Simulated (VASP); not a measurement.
Set up this calculation in VASP 6.6.1, as the native input.

* Task: single point
* Functional: PBE
* Potentials or basis: VASP PAW PBE potentials, release 64 (Hf_pv, C)
* Cutoff: 600 eV
* k mesh: 4 × 4 × 3
* Occupations: gaussian, width 0.2 eV
* Spin: no spin polarisation
* Dipole correction: no
* Further INCAR settings: ALGO = Normal; EDIFF = 1e-06; NBANDS = 24

The structure of HfC5 lies in POSCAR:

```
HfC5
1.0
    4.3883564350     -0.0000000029      0.0000000000
   -2.1941782150      3.8004281550      0.0000000000
    0.0000000000      0.0000000000      4.3129162065
Hf C
1 5
Direct
    0.0000000000      0.0000000000      0.5000000000
    0.3333333333      0.6666666667      0.6494694609
    0.3333333333      0.6666666667      0.3505305391
    0.6666666667      0.3333333333      0.3505305391
    0.6666666667      0.3333333333      0.6494694609
    0.0000000000      0.0000000000      0.0000000000
```

The cell was generated, and may not be a known phase.

The input as run:

INCAR

```
SYSTEM = HfC5
  PREC = Accurate
  ENCUT = 600
  EDIFF = 1E-6
  ISMEAR = 0
  SIGMA = 0.2
  LREAL = .FALSE.
  LASPH = .TRUE.
  NELM = 120
  ALGO = Normal
  ISIF = 2
  LWAVE = .FALSE.
  LCHARG = .FALSE.
  GGA = PE
  NBANDS = 24
  GGA_COMPAT = .FALSE.
```

KPOINTS

```
Automatic mesh
0
G
  4 4 3
  0 0 0
```

Potentials or basis: VASP PAW PBE potentials, release 64 (Hf_pv, C).

Run with:

```sh
$ cat potpaw_PBE.64/Hf_pv/POTCAR potpaw_PBE.64/C/POTCAR > POTCAR
$ mpirun -np 1 vasp_std > vasp.out
```

Results of the run:

* Pressure: -0.5 GPa
* Largest force: 0.030 eV/Å
* Band gap on the k mesh: zero (bands 15 and 16 overlap by 1.50 eV)

Caveat: the k points lie up to 0.49 Å⁻¹ apart, too coarse for converged energies and pressures of a metal; spin-orbit coupling is left out, which moves the levels of the heavy elements.

Run time: 23 s on 1 thread of Intel(R) Xeon(R) Platinum 8259CL CPU @ 2.50GHz (Skylake/Cascade Lake), with other jobs on the host, peak memory 0.2 GiB.
